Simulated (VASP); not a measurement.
A run of VASP 6.6.1:

The input INCAR:

```
ALGO     = Normal         # electronic algorithm
EDIFF    = 1E-6           # SCF threshold, eV
EDIFFG   = -0.001         # ionic threshold
ENCUT    = 600            # plane-wave cutoff, eV
GGA      = PS             # functional
IBRION   = 2              # ionic algorithm
ISIF     = 3              # what is computed and relaxed
ISMEAR   = -1             # smearing method
LASPH    = T              # aspherical terms in the spheres
LCHARG   = F              # write CHGCAR
LREAL    = F              # projectors in reciprocal space
LWAVE    = F              # write WAVECAR
NELM     = 100            # most SCF steps
NSW      = 80             # ionic steps
PREC     = Accurate       # precision mode
SIGMA    = 0.15           # smearing width, eV
```

File KPOINTS:

```
k-points
0
Gamma
  18 18 10
```

POSCAR

```
Ag
1.0
    2.8670626910      0.0000000000      0.0000000000
   -1.4335313455      2.4829491247      0.0000000000
    0.0000000000      0.0000000000      4.6907150476
Ag
2
Direct
    0.3333333333      0.6666666667      0.2500000000
    0.6666666667      0.3333333333      0.7500000000
```

Potentials or basis: VASP PAW PBE potentials, release 64 (Ag).

Command:

```sh
$ cat potpaw_PBE.64/Ag/POTCAR > POTCAR
$ mpirun -np 1 vasp_std > vasp.out
```

Hardware: 1 thread of AMD EPYC 7R43 64-Core Processor (Zen 3) (shared host).

How long does it take, and how much memory?

Run time: 12 min on 1 thread of AMD EPYC 7R43 64-Core Processor (Zen 3) (shared host), peak memory 0.22 GiB. Counts: scf iterations 63, k points 222, ion steps 15.
